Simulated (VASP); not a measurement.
# BN (P6_3/mmc) in VASP: notebook

Runs on BN. Level: LDA. Tasks: single point.

All numbers are computed with VASP 6.6.1; they aren't measurements. Logs are shortened: lines on timing, memory, paths and dates and some standing lists are left out, and cuts for length are marked.

### 1 The cell of the first run

Symmetry: P6_3/mmc, No. 194, hexagonal system. Conventional cell: a = 2.428 Å, b = 2.428 Å, c = 6.493 Å, α = 90.00°, β = 90.00°, γ = 120.00°. Within 1.9 Å of B (site symmetry -6m2) lie 3 N at 1.40 Å. Within 1.9 Å of N (site symmetry -6m2) lie 3 B at 1.40 Å.

### 2 Single point, LDA (volume 8.290 Å^3 an atom, c/a of the conventional cell 2.6740)

Contents of INCAR:

```
SYSTEM = BN
PREC = Accurate ; ENCUT = 520
EDIFF = 1E-6 ; ISMEAR = 0
SIGMA = 0.05 ; LREAL = .False.
LASPH = .True. ; NELM = 80
ALGO = Normal ; ISIF = 2
LWAVE = .False. ; LCHARG = .True.
GGA = CA ; LELF = .True.
LVHAR = .True. ; NBANDS = 16
```

Contents of KPOINTS:

```
regular mesh
0
Gamma
  12 12 4
  0 0 0
```

Contents of POSCAR:

```
BN
1.0
    2.4283288287      0.0000000000      0.0000000000
   -1.2141644143      2.1029944544      0.0000000000
    0.0000000000      0.0000000000      6.4933512879
B N
2 2
Direct
    0.3333333333      0.6666666667      0.2500000000
    0.6666666667      0.3333333333      0.7500000000
    0.3333333333      0.6666666667      0.7500000000
    0.6666666667      0.3333333333      0.2500000000
```

Potentials or basis: VASP PAW LDA potentials, release 64 (B, N).

Run with:

```bash
$ cat potpaw_LDA.64/B/POTCAR potpaw_LDA.64/N/POTCAR > POTCAR
$ mpirun -np 1 vasp_std > vasp.out
```

OUTCAR:

```text
SYSTEM = BN
   PREC = Accurate
   ENCUT = 520
   EDIFF = 1E-6
   ISMEAR = 0
   LREAL = .False.
   LASPH = .True.
   NELM = 80
   ISIF = 2
   GGA = CA

 ion  position               nearest neighbor table
   1  0.333  0.667  0.250-   4 1.40   4 1.40   4 1.40
   2  0.667  0.333  0.750-   3 1.40   3 1.40   3 1.40
   3  0.333  0.667  0.750-   2 1.40   2 1.40   2 1.40
   4  0.667  0.333  0.250-   1 1.40   1 1.40   1 1.40

  LATTYP: Found a hexagonal cell.
 ALAT       =     2.4283288287
 C/A-ratio  =     2.6740000000

  Lattice vectors:

 A1 = (   2.4283288287,   0.0000000000,   0.0000000000)
 A2 = (  -1.2141644143,   2.1029944544,   0.0000000000)
 A3 = (   0.0000000000,   0.0000000000,   6.4933512879)

Analysis of symmetry for initial positions (statically):
=====================================================================
 Subroutine PRICEL returns:
 Original cell was already a primitive cell.

 Routine SETGRP: Setting up the symmetry group for a
 hexagonal supercell.

 Subroutine GETGRP returns: Found 24 space group operations
 (whereof 12 operations were pure point group operations)
 out of a pool of 24 trial point group operations.

The static configuration has the point symmetry D_3d.
 The point group associated with its full space group is D_6h.

Analysis of symmetry for dynamics (positions and initial velocities):
=====================================================================
 Subroutine PRICEL returns:
 Original cell was already a primitive cell.

 Routine SETGRP: Setting up the symmetry group for a
 hexagonal supercell.

 Subroutine GETGRP returns: Found 24 space group operations
 (whereof 12 operations were pure point group operations)
 out of a pool of 24 trial point group operations.

The dynamic configuration has the point symmetry D_3d.
 The point group associated with its full space group is D_6h.

 Subroutine INISYM returns: Found 24 space group operations
 (whereof 12 operations are pure point group operations),
 and found     1 'primitive' translations

----------------------------------------------------------------------------------------

                                     Primitive cell

  volume of cell :      33.1600

  direct lattice vectors                    reciprocal lattice vectors
     2.428328829  0.000000000  0.000000000     0.411805843  0.237756214  0.000000000
    -1.214164414  2.102994454  0.000000000     0.000000000  0.475512428  0.000000000
     0.000000000  0.000000000  6.493351288     0.000000000  0.000000000  0.154003681

  length of vectors
     2.428328829  2.428328829  6.493351288     0.475512428  0.475512428  0.154003681

  position of ions in fractional coordinates (direct lattice)
     0.333333333  0.666666667  0.250000000
     0.666666667  0.333333333  0.750000000
     0.333333333  0.666666667  0.750000000
     0.666666667  0.333333333  0.250000000

  ion indices of the primitive-cell ions
   primitive index   ion index
                 1           1
                 2           2
                 3           3
                 4           4

----------------------------------------------------------------------------------------

 KPOINTS: regular mesh

Automatic generation of k-mesh.
 Grid dimensions read from file:
 generate k-points for:   12   12    4

 Generating k-lattice:

  Cartesian coordinates                     Fractional coordinates (reciprocal lattice)
     0.034317154  0.019813018  0.000000000     0.083333333  0.000000000  0.000000000
     0.000000000  0.039626036  0.000000000     0.000000000  0.083333333  0.000000000
     0.000000000  0.000000000  0.038500920     0.000000000  0.000000000  0.250000000

  Length of vectors
     0.039626036  0.039626036  0.038500920

  Shift w.r.t. Gamma in fractional coordinates (k-lattice)
     0.000000000  0.000000000  0.000000000

 Subroutine IBZKPT returns following result:
 ===========================================

 Found     57 irreducible k-points:

 Following reciprocal coordinates:
            Coordinates               Weight
  0.000000  0.000000  0.000000      1.000000
  0.083333 -0.000000  0.000000      6.000000
  0.166667  0.000000  0.000000      6.000000
  0.250000 -0.000000  0.000000      6.000000
  0.333333  0.000000  0.000000      6.000000
  0.416667 -0.000000  0.000000      6.000000
[... 16 lines left out ...]
  0.250000 -0.000000  0.250000     12.000000
  0.333333  0.000000  0.250000     12.000000
 [... further k-points ...]
   k-points           NKPTS =     57   k-points in BZ     NKDIM =     57   number of bands    NBANDS=     16
   number of dos      NEDOS =    301   number of ions     NIONS =      4
   total plane-waves  NPLWV =  15552
   dimension x,y,z NGX =    18 NGY =   18 NGZ =   48
   dimension x,y,z NGXF=    36 NGYF=   36 NGZF=   96
   ions per type =               2   2
   NGX,Y,Z   is equivalent  to a cutoff of  12.32, 12.32, 12.29 a.u.
   NGXF,Y,Z  is equivalent  to a cutoff of  24.65, 24.65, 24.58 a.u.
 SYSTEM =  BN
   PREC   = accura    normal or accurate (medium, high low for compatibility)
   ISTART =      0    job   : 0-new  1-cont  2-samecut
   ICHARG =      2    charge: 1-file 2-atom 10-const
   ISPIN  =      1    spin polarized calculation?
   LNONCOLLINEAR =      F non collinear calculations
   LSORBIT =      F    spin-orbit coupling
   LASPH  =      T    aspherical Exc in radial PAW
   ENCUT  =  520.0 eV  38.22 Ry    6.18 a.u.   4.52  4.52 12.07*2*pi/ulx,y,z
   NELM   =     80;   NELMIN=  2; NELMDL= -5     # of ELM steps
   EDIFF  = 0.1E-05   stopping-criterion for ELM
   LREAL  =      F    real-space projection
   EDIFFG = 0.1E-04   stopping-criterion for IOM
   NSW    =      0    number of steps for IOM
   IBRION =     -1    ionic relax: 0-MD 1-quasi-New 2-CG
   NFREE  =      0    steps in history (QN), initial steepest desc. (CG)
   ISIF   =      2    stress and relaxation
   ISYM   =      2    0-nonsym 1-usesym 2-fastsym
   POTIM  = 0.5000    time-step for ionic-motion
   TEBEG  =    0.0;   TEEND  =   0.0 temperature during run
   PSTRESS=    0.0 pullay stress
   NELECT =      16.0000    total number of electrons
   NUPDOWN=      -1.0000    fix difference up-down
   EMIN   =  10.00;   EMAX   =-10.00  energy-range for DOS
   EFERMI =   0.00;   METHOD = LEGACY
   ISMEAR =     0;   SIGMA  =   0.05  broadening in eV -4-tet -1-fermi 0-gaus
   EFERMI_NEDOS =   21; number of points for ismear=-14 and -15
   IALGO  =     38    algorithm
   IMIX   =      4    mixing-type and parameters
     AMIX     =   0.40;   BMIX     =  1.00
     AMIX_MAG =   1.60;   BMIX_MAG =  1.00
  volume/ion in A,a.u.               =       8.29        55.94
  Fermi-wavevector in a.u.,A,eV,Ry     =   1.284034  2.426473 22.432528  1.648744
  Thomas-Fermi vector in A             =   2.416252
   LORBIT       =      0    0 simple, 1 ext, 2 COOP (PROOUT), +10 PAW based schemes
   GGA     = CA    functional components
   LHFCALC =     F    Hartree Fock is set to
   AEXX    =    0.0000 exact exchange contribution
   IVDW    =     0    specifies the selected vdW correction
   LEPSILON=     F    determine dielectric tensor
   LRPA    =     F    only Hartree local field effects (RPA)
 non-spin polarized calculation
 Gauss-broadening in eV      SIGMA  =   0.05
  energy-cutoff  :      520.00
  volume of cell :       33.16
 maximum number of plane-waves:       924
   NGX =  9   NGY =  9   NGZ = 25

 number of electron      16.0000000 magnetization

 Free energy of the ion-electron system (eV)
  ---------------------------------------------------
  ext. energy  EPLUGINS =         0.00000000
  ---------------------------------------------------
  free energy    TOTEN  =       -38.41424881 eV

  energy without entropy =      -38.41424881  energy(sigma->0) =      -38.41424881

 E-fermi :   3.0562     XC(G=0): -10.8572

 val. band max:        2.7515212188   @ k =   0.3333   0.3333   0.5000
 cond. band min:       6.9252473469   @ k =   0.5000  -0.0000   0.0000
 fundamental gap:      4.1737261282
 Fermi energy:         3.0561876129

 k-point     1 :       0.0000    0.0000    0.0000
  band No.  band energies     occupation
      1     -15.4158      2.00000
      2     -15.0545      2.00000
      3      -4.1554      2.00000
      4      -1.7644      2.00000
      5       1.5260      2.00000
      6       1.5260      2.00000
[... 8 lines left out ...]
     15      16.7339      0.00000
     16      16.7527      0.00000

 k-point     2 :       0.0833   -0.0000    0.0000
  band No.  band energies     occupation
      1     -15.2706      2.00000
      2     -14.9148      2.00000
      3      -3.9530      2.00000
      4      -1.5821      2.00000
      5       0.9547      2.00000
      6       0.9912      2.00000
[... 8 lines left out ...]
     15      16.1677      0.00000
     16      17.1344      0.00000

 k-point     3 :       0.1667    0.0000    0.0000
  band No.  band energies     occupation
      1     -14.8410      2.00000
      2     -14.5024      2.00000
      3      -3.3524      2.00000
      4      -1.0456      2.00000
      5      -0.5093      2.00000
      6      -0.4632      2.00000
[... 8 lines left out ...]
     15      17.4923      0.00000
     16      18.0968      0.00000

 k-point     4 :       0.2500   -0.0000    0.0000
  band No.  band energies     occupation
      1     -14.1520      2.00000
      2     -13.8435      2.00000
      3      -2.3931      2.00000
      4      -2.3777      2.00000
      5      -2.3220      2.00000
      6      -0.2615      2.00000
[... 8 lines left out ...]
     15      19.1254      0.00000
     16      19.8352      0.00000

 k-point     5 :       0.3333    0.0000    0.0000
  band No.  band energies     occupation
      1     -13.2668      2.00000
      2     -13.0065      2.00000
      3      -4.2944      2.00000
      4      -4.1992      2.00000
      5      -1.0923      2.00000
      6      -0.9460      2.00000
[... 8 lines left out ...]
     15      19.2955      0.00000
     16      22.5987      0.00000

 k-point     6 :       0.4167   -0.0000    0.0000
  band No.  band energies     occupation
      1     -12.3571      2.00000
      2     -12.1801      2.00000
      3      -5.8364      2.00000
      4      -5.7438      2.00000
      5      -1.3934      2.00000
      6      -1.3234      2.00000
[... 8 lines left out ...]
     15      18.3162      0.00000
     16      22.1776      0.00000
[... 267 lines left out ...]
 k-point    21 :       0.0833   -0.0000    0.2500
  band No.  band energies     occupation
      1     -15.2217      2.00000
      2     -14.9704      2.00000
      3      -3.6658      2.00000
      4      -2.0163      2.00000
      5       0.9616      2.00000
      6       0.9889      2.00000
[... 8 lines left out ...]
     15      16.2450      0.00000
     16      16.8515      0.00000

 k-point    22 :       0.1667    0.0000    0.2500
  band No.  band energies     occupation
      1     -14.7944      2.00000
      2     -14.5551      2.00000
      3      -3.0741      2.00000
      4      -1.4763      2.00000
      5      -0.4973      2.00000
      6      -0.4543      2.00000
[... 8 lines left out ...]
     15      17.3805      0.00000
     16      17.4724      0.00000

 k-point    23 :       0.2500   -0.0000    0.2500
  band No.  band energies     occupation
      1     -14.1092      2.00000
      2     -13.8912      2.00000
      3      -2.4252      2.00000
      4      -2.3419      2.00000
      5      -2.0638      2.00000
      6      -0.5709      2.00000
[... 8 lines left out ...]
     15      19.8528      0.00000
     16      19.9457      0.00000

 k-point    24 :       0.3333    0.0000    0.2500
  band No.  band energies     occupation
      1     -13.2303      2.00000
      2     -13.0463      2.00000
      3      -4.2852      2.00000
      4      -4.2170      2.00000
      5      -0.9362      2.00000
      6      -0.8888      2.00000
[... 8 lines left out ...]
     15      20.3374      0.00000
     16      22.6087      0.00000

 [... further k-points ...]

------------------------ aborting loop because EDIFF is reached ----------------------------------------

  FORCE on cell =-STRESS in cart. coord.  units (eV):
  Direction    XX          YY          ZZ          XY          YZ          ZX
  --------------------------------------------------------------------------------------
  -------------------------------------------------------------------------------------
  Total        6.6260243      6.6260243     -0.0255869      0.0000000      0.0000000     -0.0000000
  in kB      320.1467391    320.1467392     -1.2362701      0.0000000      0.0000000     -0.0000000
  external PRESSURE =     213.0190694 kB  Pullay stress =       0.0000000 kB

 VOLUME and BASIS-vectors are now :
 -----------------------------------------------------------------------------
  energy-cutoff  :      520.00
  volume of cell :       33.16
      direct lattice vectors                 reciprocal lattice vectors
     2.428328829  0.000000000  0.000000000     0.411805843  0.237756214  0.000000000
    -1.214164414  2.102994454  0.000000000     0.000000000  0.475512428  0.000000000
     0.000000000  0.000000000  6.493351288     0.000000000  0.000000000  0.154003681

 POSITION                                       TOTAL-FORCE (eV/Angst)
 -----------------------------------------------------------------------------------
     -0.00000      1.40200      1.62334        -0.000000      0.000000      0.000000
      1.21416      0.70100      4.87001         0.000000     -0.000000      0.000000
     -0.00000      1.40200      4.87001        -0.000000      0.000000      0.000000
      1.21416      0.70100      1.62334        -0.000000      0.000000      0.000000
 -----------------------------------------------------------------------------------
    total drift:                               -0.000000      0.000000      0.000000

  FREE ENERGIE OF THE ION-ELECTRON SYSTEM (eV)
  ---------------------------------------------------
  free  energy   TOTEN  =       -38.4142488100 eV

  energy  without entropy=      -38.4142488100  energy(sigma->0) =      -38.41424881
```

Run time: 32 s. Hardware: 1 thread of AMD EPYC 7R13, shared host; peak memory 0.11 GiB.

Results:

```yaml
Free_energy: -38.4142 eV
Pressure: 21.3 GPa
Band_gap_on_the_k_mesh: 4.17 eV, indirect (least direct gap 4.66 eV)
```

Stress tensor (GPa, compression positive):
```
32.01  0.00  0.00
 0.00 32.01  0.00
 0.00  0.00 -0.12
```

 A k mesh can miss the band edges.

### 3 Single point, LDA (volume 8.290 Å^3 an atom, c/a of the conventional cell 2.9448)

Contents of INCAR:

```
SYSTEM = BN
  ALGO = Normal
  EDIFF = 1E-7
  ENCUT = 520
  ISIF = 2
  ISMEAR = 0
  LASPH = .TRUE.
  LCHARG = .TRUE.
  LELF = .TRUE.
  LREAL = .FALSE.
  LVHAR = .TRUE.
  LWAVE = .FALSE.
  NBANDS = 16
  NELM = 60
  PREC = Accurate
  SIGMA = 0.05
```

Contents of KPOINTS:

```
k-points
0
G
  12 12 4
  0 0 0
```

Contents of POSCAR:

```
BN
1.0
    2.3514876125      0.0000000000      0.0000000000
   -1.1757438062      2.0364480091      0.0000000000
    0.0000000000      0.0000000000      6.9246607213
B N
2 2
Direct
    0.3333333333      0.6666666667      0.2500000000
    0.6666666667      0.3333333333      0.7500000000
    0.3333333333      0.6666666667      0.7500000000
    0.6666666667      0.3333333333      0.2500000000
```

Potentials or basis: VASP PAW LDA potentials, release 64 (B, N).

Run with:

```bash
$ cat potpaw_LDA.64/B/POTCAR potpaw_LDA.64/N/POTCAR > POTCAR
$ mpirun -np 1 vasp_std > vasp.out
```

OUTCAR:

```text
SYSTEM = BN
   EDIFF = 1E-7
   ENCUT = 520
   ISIF = 2
   ISMEAR = 0
   LASPH = .TRUE.
   LREAL = .FALSE.
   NELM = 60
   PREC = Accurate

 ion  position               nearest neighbor table
   1  0.333  0.667  0.250-   4 1.36   4 1.36   4 1.36
   2  0.667  0.333  0.750-   3 1.36   3 1.36   3 1.36
   3  0.333  0.667  0.750-   2 1.36   2 1.36   2 1.36
   4  0.667  0.333  0.250-   1 1.36   1 1.36   1 1.36

  LATTYP: Found a hexagonal cell.
 ALAT       =     2.3514876125
 C/A-ratio  =     2.9448000000
[... 656 lines left out ...]
  Direction    XX          YY          ZZ          XY          YZ          ZX
  --------------------------------------------------------------------------------------
  -------------------------------------------------------------------------------------
  Total       16.1526992     16.1526992     -0.2898090      0.0000000     -0.0000000      0.0000000
  in kB      780.4429583    780.4429583    -14.0025743      0.0000000     -0.0000000      0.0000000
  external PRESSURE =     515.6277807 kB  Pullay stress =       0.0000000 kB

 VOLUME and BASIS-vectors are now :
 -----------------------------------------------------------------------------
  energy-cutoff  :      520.00
  volume of cell :       33.16
      direct lattice vectors                 reciprocal lattice vectors
     2.351487613  0.000000000  0.000000000     0.425262712  0.245525541  0.000000000
    -1.175743806  2.036448009  0.000000000     0.000000000  0.491051083  0.000000000
     0.000000000  0.000000000  6.924660721     0.000000000  0.000000000  0.144411407

 POSITION                                       TOTAL-FORCE (eV/Angst)
 -----------------------------------------------------------------------------------
     -0.00000      1.35763      1.73117         0.000000     -0.000000      0.000000
      1.17574      0.67882      5.19350        -0.000000      0.000000      0.000000
     -0.00000      1.35763      5.19350        -0.000000      0.000000      0.000000
      1.17574      0.67882      1.73117         0.000000     -0.000000      0.000000
 -----------------------------------------------------------------------------------
    total drift:                               -0.000000      0.000000     -0.000000

  FREE ENERGIE OF THE ION-ELECTRON SYSTEM (eV)
  ---------------------------------------------------
  free  energy   TOTEN  =       -37.6778935204 eV

  energy  without entropy=      -37.6778935204  energy(sigma->0) =      -37.67789352
```

Wall time 38 s (1 thread of AMD EPYC 7R13, shared host); peak memory 0.11 GiB.

What came out:

| Item | Value |
| --- | --- |
| Free energy | -37.6779 eV |
| Pressure | 51.6 GPa |
| Band gap on the k mesh | 4.42 eV, indirect (least direct gap 4.96 eV) |

Stress tensor (GPa, compression positive):
```
78.04  0.00  0.00
 0.00 78.04  0.00
 0.00  0.00 -1.40
```

### 4 Single point, LDA (volume 8.290 Å^3 an atom, c/a of the conventional cell 2.3138)

Contents of INCAR:

```
PREC = Accurate ; ENCUT = 520
EDIFF = 1E-6 ; ISMEAR = 0
SIGMA = 0.05 ; LREAL = False
LASPH = True ; NELM = 80
ALGO = Normal ; ISIF = 2
LWAVE = False ; LCHARG = False
GGA = CA ; NBANDS = 16
```

Contents of KPOINTS:

```
Automatic mesh
0
Gamma
  12 12 4
```

Contents of POSCAR:

```
BN
1.0
    2.5483125388      0.0000000000      0.0000000000
   -1.2741562694      2.2069033954      0.0000000000
    0.0000000000      0.0000000000      5.8962855523
B N
2 2
Direct
    0.3333333333      0.6666666667      0.2500000000
    0.6666666667      0.3333333333      0.7500000000
    0.3333333333      0.6666666667      0.7500000000
    0.6666666667      0.3333333333      0.2500000000
```

Run with:

```bash
$ cat potpaw_LDA.64/B/POTCAR potpaw_LDA.64/N/POTCAR > POTCAR
$ mpirun -np 1 vasp_std > vasp.out
```

Wall time 37 s (1 thread of AMD EPYC 7R13, shared host); peak memory 0.11 GiB.

Results (log left out):

```yaml
Free_energy: -38.4226 eV
Pressure: -15.5 GPa
Band_gap_on_the_k_mesh: 3.83 eV, indirect (least direct gap 4.05 eV)
```

Stress tensor (GPa, compression positive):
```
-25.25   0.00   0.00
  0.00 -25.25   0.00
  0.00   0.00   3.98
```

Levels at points of the mesh, in eV from the valence-band top:
| k point | band 4 | band 5 | band 6 | band 7 | band 8 | band 9 | band 10 | band 11 | band 12 | band 13 |
| --- | --- | --- | --- | --- | --- | --- | --- | --- | --- | --- |
| (0.00, 0.00, 0.00) | -3.02 | -1.51 | -1.51 | -1.39 | -1.39 | 5.86 | 10.80 | 10.80 | 11.01 | 11.13 |
| (0.50, 0.00, 0.00) | -8.63 | -4.22 | -4.02 | -2.04 | -0.21 | 3.84 | 6.02 | 9.09 | 9.12 | 12.74 |
| (0.00, 0.00, 0.50) | -5.17 | -1.45 | -1.45 | -1.45 | -1.45 | 8.74 | 8.74 | 10.96 | 10.96 | 10.96 |
| (0.50, 0.00, 0.50) | -8.75 | -4.12 | -4.12 | -0.99 | -0.99 | 4.35 | 4.35 | 9.35 | 9.35 | 13.63 |

(Continued in part 2 of 2.)
